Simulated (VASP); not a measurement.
Wanted: the native input for a VASP 6.6.1 run.

```yaml
Task: single point
Functional: r2SCAN
Potentials_or_basis: VASP PAW PBE potentials, release 64 (Rh_pv, Pd, Pt)
Cutoff: 520 eV
k_mesh: 2 × 2 × 2, shifted
Occupations: gaussian, width 0.1 eV
Spin: no spin polarisation
Dipole_correction: no
Further_INCAR_settings: LREAL = Auto; ALGO = Normal; EDIFF = 1e-06; NBANDS = 124; ISYM = 0
```

Crystal: PdPt16Rh3.

```
Rh Pd Pt
1.0
     3.69287   -2.15472   -4.16350
     4.55181   -2.64008    5.23147
    -1.33644   -7.12697    0.25985
Rh Pd Pt
3 1 16
Direct
  0.89663 0.15131 0.40177
  0.89640 0.64723 0.40005
  0.60405 0.34959 0.59964
  0.19884 0.94938 0.20235
  0.09710 0.34878 0.59885
  0.60320 0.84991 0.59610
  0.40028 0.64714 0.40123
  0.19799 0.44842 0.20196
  0.99830 0.24936 0.00411
  0.80124 0.05069 0.79514
  0.70155 0.95017 0.20026
  0.50233 0.74832 0.99817
  0.29993 0.54778 0.79948
  0.09803 0.84980 0.59963
  0.40203 0.15113 0.39941
  0.99755 0.74788 0.00590
  0.80207 0.55035 0.79253
  0.70148 0.44798 0.20439
  0.50366 0.25114 0.99461
  0.30048 0.05082 0.80024
```

One way to write it, as run:

POSCAR

```
PdPt16Rh3
1.0
    3.6928663001     -2.1547242353     -4.1635024210
    4.5518088559     -2.6400834846      5.2314694639
   -1.3364445899     -7.1269688007      0.2598528239
Rh Pd Pt
3 1 16
Direct
    0.8966291141      0.1513054146      0.4017707963
    0.8963998567      0.6472277632      0.4000541623
    0.6040482969      0.3495870145      0.5996366124
    0.1988433496      0.9493848580      0.2023509799
    0.0970989851      0.3487821297      0.5988486830
    0.6032043987      0.8499094860      0.5961038499
    0.4002824427      0.6471404062      0.4012317799
    0.1979932873      0.4484180152      0.2019553136
   -0.0016965866      0.2493621642      0.0041127533
    0.8012399845      0.0506903445      0.7951449636
    0.7015502475      0.9501669431      0.2002603299
    0.5023264688      0.7483167234      0.9981742154
    0.2999285014      0.5477775613      0.7994764448
    0.0980255613      0.8498016051      0.5996275760
    0.4020270148      0.1511262907      0.3994092386
    0.9975468909      0.7478753544      0.0058999339
    0.8020713702      0.5503548011      0.7925295643
    0.7014778987      0.4479767118      0.2043937073
    0.5036634135      0.2511419364      0.9946074626
    0.3004834045      0.0508224576      0.8002440834
```

INCAR.step1

```
SYSTEM = PdPt16Rh3
  ALGO = Normal
  EDIFF = 1E-4
  ENCUT = 520
  GGA = PE
  ISMEAR = 0
  ISYM = 0
  LASPH = .TRUE.
  LCHARG = .FALSE.
  LREAL = Auto
  LWAVE = .TRUE.
  NBANDS = 124
  NELM = 80
  PREC = Accurate
  SIGMA = 0.1
```

INCAR.step2

```
SYSTEM = PdPt16Rh3
  ALGO = Normal
  EDIFF = 1E-6
  ENCUT = 520
  ISIF = 2
  ISMEAR = 0
  ISTART = 1
  ISYM = 0
  LASPH = .TRUE.
  LCHARG = .FALSE.
  LMIXTAU = .TRUE.
  LREAL = Auto
  LWAVE = .FALSE.
  METAGGA = R2SCAN
  NBANDS = 124
  NELM = 80
  PREC = Accurate
  SIGMA = 0.1
```

KPOINTS

```
Automatic mesh
0
Gamma
  2 2 2
  0.5 0.5 0.5
```

Potentials or basis: VASP PAW PBE potentials, release 64 (Rh_pv, Pd, Pt).

Command:

```console
$ cat potpaw_PBE.64/Rh_pv/POTCAR potpaw_PBE.64/Pd/POTCAR potpaw_PBE.64/Pt/POTCAR > POTCAR
$ cp INCAR.step1 INCAR
$ mpirun -np 1 vasp_std > vasp.out
$ cp INCAR.step2 INCAR
$ mpirun -np 1 vasp_std > vasp.out
```

It gave:

```json
{
  "Pressure": "0.8 GPa",
  "Largest force": "0.034 eV/Å",
  "Band gap on the k mesh": "zero (an odd number of electrons rules out a gap without spin polarisation)"
}
```

Caveat: the k points lie up to 0.54 Å⁻¹ apart, too coarse for converged energies and pressures of a metal; the PAW data sets were made with another functional, which shifts forces and pressure a little; spin-orbit coupling is left out, which moves the levels of the heavy elements.

Run time: 10 min on 1 thread of AMD EPYC 9R45 96-Core Processor (Zen 5), with other jobs on the host, peak memory 0.43 GiB.
